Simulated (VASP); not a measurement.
# Co (Fm-3m) in VASP: notebook, part 2 of 3

VASP 6.6.1.

**4. Electric field gradients, PBE, collinear spin, ferromagnetic start (volume scaled by 0.98)**

The input, INCAR:

```
PREC     = Accurate       # precision mode
ENCUT    = 520            # plane-wave cutoff, eV
EDIFF    = 1E-8           # SCF threshold, eV
ISMEAR   = -1             # smearing method
SIGMA    = 0.08           # smearing width, eV
LREAL    = F              # projectors in reciprocal space
LASPH    = T              # aspherical terms in the spheres
NELM     = 150            # most SCF steps
ALGO     = Normal         # electronic algorithm
ISIF     = 2              # what is computed and relaxed
LWAVE    = F              # write WAVECAR
LCHARG   = F              # write CHGCAR
ISPIN    = 2              # spin polarisation
MAGMOM   = 2              # initial moments
LORBIT   = 11             # projections on sites
LMAXMIX  = 4              # l up to which the mixer works
GGA      = PE             # functional
LEFG     = T            
NBANDS   = 14             # bands
```

The input, KPOINTS:

```
Automatic mesh
0
Gamma
  16 16 16
```

The input, POSCAR:

```
Co
1.0
    0.0000000000      1.7836479590      1.7836479590
    1.7836479590      0.0000000000      1.7836479590
    1.7836479590      1.7836479590      0.0000000000
Co
1
Direct
    0.0000000000      0.0000000000      0.0000000000
```

Potentials or basis: VASP PAW PBE potentials, release 64 (Co).

Launch:

```sh
cat potpaw_PBE.64/Co/POTCAR > POTCAR
mpirun -np 1 vasp_std > vasp.out
```

OUTCAR:

```text
PREC = Accurate
   ENCUT = 520
   EDIFF = 1E-8
   ISMEAR = -1
   LREAL = F
   LASPH = T
   NELM = 150
   ISIF = 2
   ISPIN = 2
   LORBIT = 11
   GGA = PE

 ion  position               nearest neighbor table
   1  0.000  0.000  0.000-

  LATTYP: Found a face centered cubic cell.
 ALAT       =     3.5672959180

  Lattice vectors:

 A1 = (   0.0000000000,   1.7836479590,   1.7836479590)
 A2 = (   1.7836479590,   0.0000000000,   1.7836479590)
 A3 = (   1.7836479590,   1.7836479590,   0.0000000000)

Analysis of symmetry for initial positions (statically):
[... 1047 lines left out ...]
---------------------------------------------------------------------
 ion       V_xx      V_yy      V_zz      V_xy      V_xz      V_yz
---------------------------------------------------------------------
   1      -0.000     0.000     0.000     0.001     0.001     0.001
---------------------------------------------------------------------

 Electric field gradients after diagonalization (V/A^2)
 (convention: |V_zz| > |V_xx| > |V_yy|)
----------------------------------------------------------------------
 ion       V_xx      V_yy      V_zz     asymmetry (V_yy - V_xx)/ V_zz
----------------------------------------------------------------------
   1      -0.001    -0.001     0.002       0.000
----------------------------------------------------------------------

           NMR quadrupolar parameters

 Cq : quadrupolar parameter    Cq=e*Q*V_zz/h
 eta: asymmetry parameters     (V_yy - V_xx)/ V_zz
 Q  : nuclear electric quadrupole moment in mb (millibarn)
----------------------------------------------------------------------
 ion       Cq(MHz)       eta       Q (mb)
----------------------------------------------------------------------
   1       0.000       0.000       1.000
----------------------------------------------------------------------

 total charge

# of ion       s       p       d       tot
------------------------------------------
    1        0.472   0.486   7.229   8.187

 magnetization (x)

# of ion       s       p       d       tot
------------------------------------------
    1       -0.012  -0.048   1.752   1.693
```

OSZICAR:

```text
N       E                     dE             d eps       ncg     rms          rms(c)
DAV:   1     0.275678327184E+02    0.27568E+02   -0.37970E+03  8478   0.757E+02
DAV:   2    -0.685053986050E+01   -0.34418E+02   -0.31906E+02  8924   0.145E+02
DAV:   3    -0.804964465115E+01   -0.11991E+01   -0.11851E+01 10120   0.283E+01
DAV:   4    -0.805850482862E+01   -0.88602E-02   -0.88582E-02 10040   0.225E+00
DAV:   5    -0.805865334960E+01   -0.14852E-03   -0.14852E-03 10852   0.263E-01    0.101E+01
DAV:   6    -0.725817812297E+01    0.80048E+00   -0.13479E+01 11194   0.405E+01    0.497E+00
DAV:   7    -0.703428271851E+01    0.22390E+00   -0.17261E+00 10142   0.132E+01    0.248E+00
DAV:   8    -0.702585655833E+01    0.84262E-02   -0.13752E-02 10522   0.764E-01    0.124E+00
DAV:   9    -0.701905205086E+01    0.68045E-02   -0.84355E-03 11918   0.626E-01    0.314E-01
DAV:  10    -0.701890173000E+01    0.15032E-03   -0.62598E-04 12062   0.165E-01    0.663E-02
DAV:  11    -0.701892124083E+01   -0.19511E-04   -0.19400E-04 11886   0.124E-01    0.509E-02
DAV:  12    -0.701892258704E+01   -0.13462E-05   -0.29075E-06  9680   0.188E-02    0.292E-02
DAV:  13    -0.701892310312E+01   -0.51608E-06   -0.30139E-06 11322   0.121E-02    0.333E-03
DAV:  14    -0.701892337994E+01   -0.27682E-06   -0.15570E-07 10582   0.334E-03    0.490E-04
DAV:  15    -0.701892336589E+01    0.14052E-07   -0.54895E-09  7064   0.748E-04    0.294E-04
DAV:  16    -0.701892336201E+01    0.38756E-08   -0.79880E-10  5248   0.229E-04
   1 F= -.70189234E+01 E0= -.70055666E+01  d E =-.267136E-01  mag=     1.6677
```

Run time: 44 s. Hardware: 1 thread of Intel Xeon Platinum 8488C (Sapphire Rapids), shared host; peak memory 0.16 GiB.

Results:

| Property | Result |
| --- | --- |
| Free energy | -7.0189 eV |
| Pressure | -7.9 GPa |
| Net moment | 1.67 μB per cell |
| Site moments | Co +1.69 μB |
| Valence electrons inside the program's atomic spheres | Co 8.19 |

Levels at points of the mesh, in eV from the Fermi level:
Spin up:
| k point | band 3 | band 4 | band 5 | band 6 | band 7 | band 8 |
| --- | --- | --- | --- | --- | --- | --- |
| (0.00, 0.00, 0.00) | -2.67 | -2.67 | -1.72 | -1.72 | 22.65 | 26.65 |
| (0.50, 0.00, 0.00) | -2.80 | -0.87 | -0.87 | -0.27 | 5.73 | 21.23 |
| (0.50, 0.50, 0.00) | -0.99 | -0.62 | -0.62 | 2.43 | 9.10 | 14.42 |
Spin down:
| k point | band 1 | band 2 | band 3 | band 4 | band 5 | band 6 | band 7 | band 8 |
| --- | --- | --- | --- | --- | --- | --- | --- | --- |
| (0.00, 0.00, 0.00) | -8.75 | -1.07 | -1.07 | -1.07 | 0.31 | 0.31 | 22.31 | 26.82 |
| (0.50, 0.00, 0.00) | -4.10 | -1.07 | -1.07 | -0.32 | 1.07 | 1.07 | 6.74 | 20.91 |
| (0.50, 0.50, 0.00) | -3.86 | -3.19 | 1.13 | 1.22 | 1.22 | 2.42 | 10.01 | 14.58 |

Caveat: the cell differs from its parent crystal (volume scaled by 0.98); without QUAD_EFG the Cq values of the log hold for a quadrupole moment of 1 mb, not for the nuclei.

**5. Electric field gradients, PBE, collinear spin, ferromagnetic start**

This run uses another cell than the first one, of 11.58 Å³/atom, 1.063 times its volume.

The input, INCAR:

```
PREC = Accurate
ENCUT = 520
EDIFF = 1E-8
ISMEAR = -1
SIGMA = 0.08
LREAL = F
LASPH = T
NELM = 150
ALGO = Normal
ISIF = 2
LWAVE = F
LCHARG = F
ISPIN = 2
MAGMOM = 2
LORBIT = 11
LMAXMIX = 4
GGA = PE
LEFG = T
NBANDS = 14
```

KPOINTS is that of step 4.

The input, POSCAR:

```
Co
1.0
    0.0000000000      1.7957000000      1.7957000000
    1.7957000000      0.0000000000      1.7957000000
    1.7957000000      1.7957000000      0.0000000000
Co
1
Direct
    0.0000000000      0.0000000000      0.0000000000
```

Potentials or basis: VASP PAW PBE potentials, release 64 (Co).

Launch:

```sh
cat potpaw_PBE.64/Co/POTCAR > POTCAR
mpirun -np 1 vasp_std > vasp.out
```

OUTCAR:

```text
PREC = Accurate
   ENCUT = 520
   EDIFF = 1E-8
   ISMEAR = -1
   LREAL = F
   LASPH = T
   NELM = 150
   ISIF = 2
   ISPIN = 2
   LORBIT = 11
   GGA = PE

 ion  position               nearest neighbor table
   1  0.000  0.000  0.000-

  LATTYP: Found a face centered cubic cell.
 ALAT       =     3.5914000000

  Lattice vectors:

 A1 = (   0.0000000000,   1.7957000000,   1.7957000000)
 A2 = (   1.7957000000,   0.0000000000,   1.7957000000)
 A3 = (   1.7957000000,   1.7957000000,   0.0000000000)

Analysis of symmetry for initial positions (statically):
=====================================================================
 Subroutine PRICEL returns:
 Original cell was already a primitive cell.

 Routine SETGRP: Setting up the symmetry group for a
 face centered cubic supercell.

 Subroutine GETGRP returns: Found 48 space group operations
 (whereof 48 operations were pure point group operations)
 out of a pool of 48 trial point group operations.

The static configuration has the point symmetry O_h .

[... 1019 lines left out ...]
     1.795700000  1.795700000  0.000000000     0.278442947  0.278442947 -0.278442947

 POSITION                                       TOTAL-FORCE (eV/Angst)
 -----------------------------------------------------------------------------------
      0.00000      0.00000      0.00000         0.000000     -0.000000      0.000000
 -----------------------------------------------------------------------------------
    total drift:                                0.000000     -0.000000      0.000000

  FREE ENERGIE OF THE ION-ELECTRON SYSTEM (eV)
  ---------------------------------------------------
  free  energy   TOTEN  =        -7.0052348158 eV

  energy  without entropy=       -6.9783004234  energy(sigma->0) =       -6.99176762

 Electric field gradients (V/A^2)
---------------------------------------------------------------------
 ion       V_xx      V_yy      V_zz      V_xy      V_xz      V_yz
---------------------------------------------------------------------
   1       0.000    -0.000     0.000     0.001     0.001     0.001
---------------------------------------------------------------------

 Electric field gradients after diagonalization (V/A^2)
 (convention: |V_zz| > |V_xx| > |V_yy|)
----------------------------------------------------------------------
 ion       V_xx      V_yy      V_zz     asymmetry (V_yy - V_xx)/ V_zz
----------------------------------------------------------------------
   1      -0.001    -0.001     0.001       0.000
----------------------------------------------------------------------

           NMR quadrupolar parameters

 Cq : quadrupolar parameter    Cq=e*Q*V_zz/h
 eta: asymmetry parameters     (V_yy - V_xx)/ V_zz
 Q  : nuclear electric quadrupole moment in mb (millibarn)
----------------------------------------------------------------------
 ion       Cq(MHz)       eta       Q (mb)
----------------------------------------------------------------------
   1       0.000       0.000       1.000
----------------------------------------------------------------------

 total charge

# of ion       s       p       d       tot
------------------------------------------
    1        0.464   0.470   7.217   8.152

 magnetization (x)

# of ion       s       p       d       tot
------------------------------------------
    1       -0.011  -0.047   1.778   1.720
```

stdout:

```text
POSCAR found type information on POSCAR Co
 POSCAR found :  1 types and       1 ions
 scaLAPACK will be used
 LDA part: xc-table for (Slater+PW92), standard interpolation
 POSCAR, INCAR and KPOINTS ok, starting setup
 FFT: planning ... GRIDC
 FFT: planning ... GRID_SOFT
 FFT: planning ... GRID
 WAVECAR not read
 entering main loop
ion   1
```

Run time: 40 s. Hardware: 1 thread of Intel Xeon Platinum 8488C (Sapphire Rapids), shared host; peak memory 0.16 GiB.

What came out:

```yaml
Free_energy: -7.0052 eV
Pressure: -11.0 GPa
Net_moment: 1.69 μB per cell
Site_moments: Co +1.72 μB
Valence_electrons_inside_the_program's_atomic_spheres: Co 8.15
```

Levels at points of the mesh, in eV from the Fermi level:
Spin up:
| k point | band 3 | band 4 | band 5 | band 6 | band 7 | band 8 |
| --- | --- | --- | --- | --- | --- | --- |
| (0.00, 0.00, 0.00) | -2.65 | -2.65 | -1.75 | -1.75 | 22.47 | 26.32 |
| (0.50, 0.00, 0.00) | -2.79 | -0.92 | -0.92 | -0.26 | 5.55 | 21.06 |
| (0.50, 0.50, 0.00) | -1.04 | -0.67 | -0.67 | 2.39 | 8.89 | 14.22 |
Spin down:
| k point | band 1 | band 2 | band 3 | band 4 | band 5 | band 6 | band 7 | band 8 |
| --- | --- | --- | --- | --- | --- | --- | --- | --- |
| (0.00, 0.00, 0.00) | -8.64 | -1.04 | -1.04 | -1.04 | 0.32 | 0.32 | 22.13 | 26.49 |
| (0.50, 0.00, 0.00) | -4.01 | -1.03 | -1.03 | -0.32 | 1.05 | 1.05 | 6.57 | 20.74 |
| (0.50, 0.50, 0.00) | -3.75 | -3.10 | 1.12 | 1.19 | 1.19 | 2.38 | 9.81 | 14.38 |

Caveat: without QUAD_EFG the Cq values of the log hold for a quadrupole moment of 1 mb, not for the nuclei.

[end of part 2 of 3]
